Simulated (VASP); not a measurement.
A run of VASP 6.6.1 is set up as follows.

INCAR

```
  PREC = Accurate
  ENCUT = 600
  EDIFF = 1E-7
  ISMEAR = -1
  SIGMA = 0.15
  LREAL = F
  LASPH = T
  NELM = 60
  ALGO = Fast
  ISIF = 3
  LWAVE = F
  LCHARG = F
  IBRION = 2
  NSW = 80
  EDIFFG = -0.001
```

The input KPOINTS:

```
Automatic mesh
0
Gamma
  14 14 12
```

Contents of POSCAR:

```
TaRu
1.0
    3.0019129098      0.0000000000      0.0000000000
    0.0000000000      3.0019129098      0.0000000000
    0.0000000000      0.0000000000      3.3669670712
Ta Ru
1 1
Direct
    0.5000000000      0.5000000000      0.5000000000
    0.0000000000      0.0000000000      0.0000000000
```

Potentials or basis: VASP PAW LDA potentials, release 64 (Ta_pv, Ru_pv).

Run with:

```bash
$ cat potpaw_LDA.64/Ta_pv/POTCAR potpaw_LDA.64/Ru_pv/POTCAR > POTCAR
$ mpirun -np 1 vasp_std > vasp.out
```

Q: Estimate the relaxed volume.

A: 15.24 Å³/atom.

Q: Predict the band gap on the k mesh.

A: Zero (an odd number of electrons rules out a gap without spin polarisation).

Q: What does it give for the relaxed cell?

A: a = 3.010 Å, b = 3.010 Å, c = 3.365 Å, α = 90.00°, β = 90.00°, γ = 90.00°.

Q: Estimate the space group after relaxing (to 0.1 Å).

A: P4/mmm (No. 123).

Final structure:
```yaml
crystal:
  lattice:
    - [3.00992, 0.00000, 0.00000]
    - [0.00000, 3.00992, 0.00000]
    - [0.00000, 0.00000, 3.36515]
  atoms:
    - { symbol: Ta, position: [0.50000, 0.50000, 0.50000] }
    - { symbol: Ru, position: [0.00000, 0.00000, 0.00000] }
```

Caveat: spin-orbit coupling is left out, which moves the levels of the heavy elements.
